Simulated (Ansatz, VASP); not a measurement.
Ge: VASP beside Ansatz

```xyz
1
Lattice="1.3971 -2.6005 0.0000 1.3971 2.6005 0.0000 0.0000 0.0000 2.6982" Properties=species:S:1:pos:R:3 pbc="T T T"
Ge    1.3971    0.0000    0.0000
```

Alike in both runs: task relaxation of cell and atoms; functional PBEsol; dispersion D4; k mesh 11 × 11 × 10; occupations fermi-dirac, width 0.05 eV; no spin polarisation.

|  | VASP | Ansatz |
| --- | --- | --- |
| version | VASP 6.6.1 | Ansatz 0.2.0 |
| potentials or method | VASP PAW PBE potentials, release 64 (Ge_d) | Ansatz PAW |
| plane-wave cutoff (eV) | 600 | 420 |
| valence electrons in the cell | 14 | 14 |

```tsv
	VASP	Ansatz	Ansatz less VASP
gap on the k mesh at the Fermi level, each at its own relaxed structure (eV)	none	none	-
relaxed volume (Å³/atom)	17.96	17.95	-0.013
relaxed cell length with the largest relative difference (Å)	2.649	2.648	-0.0004
```

VASP's potentials were made for PBE, not for PBEsol. A gap of «none» marks a metal or a gap that the smearing closes.

Noted on Ansatz's run: the plane-wave basis is chosen anew once the cell has moved, so the energies of steps on either side of that aren't comparable.
